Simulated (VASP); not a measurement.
Crystal: SrCl2.

```
Sr Cl
1.0
     0.00000    3.48835    3.48835
     3.48835    0.00000    3.48835
     3.48835    3.48835    0.00000
Sr Cl
1 2
Direct
  0.00000 0.00000 0.00000
  0.25000 0.25000 0.25000
  0.75000 0.75000 0.75000
```

| Item | Value |
| --- | --- |
| Program | VASP 6.6.1 |
| Task | relaxation of cell and atoms |
| Functional | PBEsol |
| Potentials or basis | VASP PAW PBE potentials, release 64 (Sr_sv, Cl) |
| Cutoff | 500 eV |
| k mesh | 6 × 6 × 6 |
| Occupations | gaussian, width 0.01 eV |
| Spin | no spin polarisation |

At the start: pressure -0.9 GPa; volume 28.30 Å³/atom.

Q: Where does the relaxation end?

A: Over 3 steps the energy falls by 2.2 meV/atom and the volume is 27.57 Å³/atom (-2.6 %); space group Fm-3m (No. 225, to 0.1 Å) before and after.

Step by step:
```csv
step,energy change (eV),largest force (eV/Å),pressure (GPa),volume (Å³)
1,0.0000,0.0000,-0.95,84.90
2,-0.0066,0.0000,-0.07,82.85
3,-0.0067,0.0000,0.00,82.71
```

Final structure:
```yaml
crystal:
  lattice:
    - [0.00000, 3.45808, 3.45808]
    - [3.45808, 0.00000, 3.45808]
    - [3.45808, 3.45808, 0.00000]
  atoms:
    - { symbol: Sr, position: [0.00000, 0.00000, 0.00000] }
    - { symbol: Cl, position: [0.25000, 0.25000, 0.25000] }
    - { symbol: Cl, position: [0.75000, 0.75000, 0.75000] }
```

Caveat: the PAW data sets were made with another functional, which shifts forces and pressure a little.
